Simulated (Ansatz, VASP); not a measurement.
**One calculation of AlCo, two programs**

```
Al Co
1.0
     2.87405    0.08203    0.05608
     0.08203    2.90360    0.06766
     0.05608    0.06766    2.61069
Al Co
1 1
Cartesian
  -0.1928 -0.0433 0.0122
  1.6989 1.5700 1.3550
```

Change from the starting cell: all atoms moved at random, sigma 0.25 Å a component, cell strained at random, sigma 0.03.

Alike in both runs: task single point; functional PBEsol; k mesh 12 × 12 × 12; occupations gaussian, width 0.15 eV; no spin polarisation.

```csv
,VASP,Ansatz
version,VASP 6.6.1,Ansatz 0.2.0
potentials or method,"VASP PAW PBE potentials, release 64 (Al, Co), cutoff 520 eV","scalar-relativistic, plane waves, PAW"
valence electrons in the cell,12,20
```

Ansatz gave:

| Quantity | Value |
| --- | --- |
| gap on the k mesh at the Fermi level (eV) | none |
| pressure (GPa) | 23.2 |
| traceless stress, the component that is largest in VASP (GPa) | 17.44 |
| rms of the force components (eV/Å) | 1.971 |

Problem. Estimate VASP's values.

Solution. gap on the k mesh at the Fermi level (eV): none; pressure (GPa): 23.5; traceless stress, the component that is largest in VASP (GPa): 17.52; rms of the force components (eV/Å): 1.983.

VASP's potentials were made for PBE, not for PBEsol. Atom by atom the forces differ by 0.012 eV/Å (rms over components). A gap of «none» marks a metal or a gap that the smearing closes. VASP's potentials hold 12 valence electrons a cell and Ansatz's 20, so a difference there can come from the potentials and not from the codes.
